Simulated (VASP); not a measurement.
System: Sb, a slab with vacuum.

```xyz
2
Lattice="3.8999 0.0000 0.0000 -1.9500 3.3774 0.0000 0.0000 0.0000 26.8552" Properties=species:S:1:pos:R:3 pbc="T T T"
Sb    0.0000    2.2516    8.4212
Sb    1.9500    1.1258   10.1064
```

This cell differs from its parent crystal: strain -5.0%.

Base run:

- Program: VASP 6.6.1
- Functional: PBE
- Potentials or basis: VASP PAW PBE potentials, release 64 (Sb)
- Cutoff: 520 eV
- k mesh: 12 × 12 × 1
- Occupations: fermi-dirac, width 0.02 eV
- Spin: no spin polarisation

Its results: band gap on the k mesh 0.66 eV (least direct gap 1.89 eV); largest force 0.434 eV/Å.

Question: The run is repeated on the same cell with these changes: functional from PBE to r2SCAN; occupations from fermi-dirac, width 0.02 eV to gaussian, width 0.01 eV. What comes out?

Answer: Band gap on the k mesh 0.86 eV (least direct gap 2.36 eV); largest force 0.118 eV/Å.

Caveats: spin-orbit coupling is left out, which moves the levels of the heavy elements; semilocal functionals underestimate gaps, and a narrow one can read as zero (at least some runs); the PAW data sets were made with another functional, which shifts forces and pressure a little (at least some runs).

A k mesh can miss the band edges.
